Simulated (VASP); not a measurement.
Runs of VASP 6.6.1 on PtC. The structure is that of space group Fm-3m (No. 225), or close to it. The cells are those of the table. 

| task | cell | k mesh | cutoff (eV) | gap on the mesh (eV) | pressure (GPa) |
| --- | --- | --- | --- | --- | --- |
| single point | a = 3.158 Å, angles 60.0°, 2 atoms | 22 × 22 × 22 | 520 | none | -0.1 |
| single point | a = 3.198 Å, angles 60.0°, 2 atoms | 8 × 8 × 8 | 520 | none | -9.3 |
| single point | a = 3.162 Å, angles 60.0°, 2 atoms | 6 × 6 × 6 | 520 | none | (a) |
| relaxation of cell and atoms | relaxed from a = 3.198 Å, angles 60.0°, 2 atoms | 6 × 6 × 6 | 600 | none | -0.1 |

Alike in all rows: level PBE; potentials or basis VASP PAW PBE potentials, release 64 (Pt, C); no spin polarisation; smearing gaussian 0.1 eV.

Task: Estimate the missing entries.

Result: (a) -0.3.

Caveats: some runs use coarse meshes; spin-orbit coupling is left out, which moves the levels of the heavy elements; the cell stands under tension (at least some runs).

A k mesh can miss the band edges, and the runs leave out spin-orbit coupling on Pt.

A gap of «none» marks levels without a gap at the run's occupations.
